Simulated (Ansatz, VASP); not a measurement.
Re in VASP and in Ansatz

```
Re
1.0
     2.76080    0.00000    0.00000
    -1.38040    2.39092    0.00000
     0.00000    0.00000    4.45820
Re
2
Direct
  0.33333 0.66667 0.25000
  0.66667 0.33333 0.75000
```

Alike in both runs: task single point; functional PBE; k mesh 9 × 9 × 4; occupations gaussian, width 0.1 eV; no spin polarisation.

```csv
,VASP,Ansatz
version,VASP 6.6.1,Ansatz 0.2.0
potentials or method,"VASP PAW PBE potentials, release 64 (Re), cutoff 520 eV","scalar-relativistic, plane waves, PAW"
valence electrons in the cell,14,30
```

Ansatz gave:

```
gap on the k mesh at the Fermi level (eV)                     : none
pressure (GPa)                                                : 5.9
traceless stress, the component that is largest in VASP (GPa) : -0.10
```

Question: Estimate VASP's values.

Answer: gap on the k mesh at the Fermi level (eV): none; pressure (GPa): 5.5; traceless stress, the component that is largest in VASP (GPa): -0.22.

A gap of «none» marks a metal or a gap that the smearing closes. VASP's potentials hold 14 valence electrons a cell and Ansatz's 30, so a difference there can come from the potentials and not from the codes.

Neither program's run includes spin-orbit coupling.
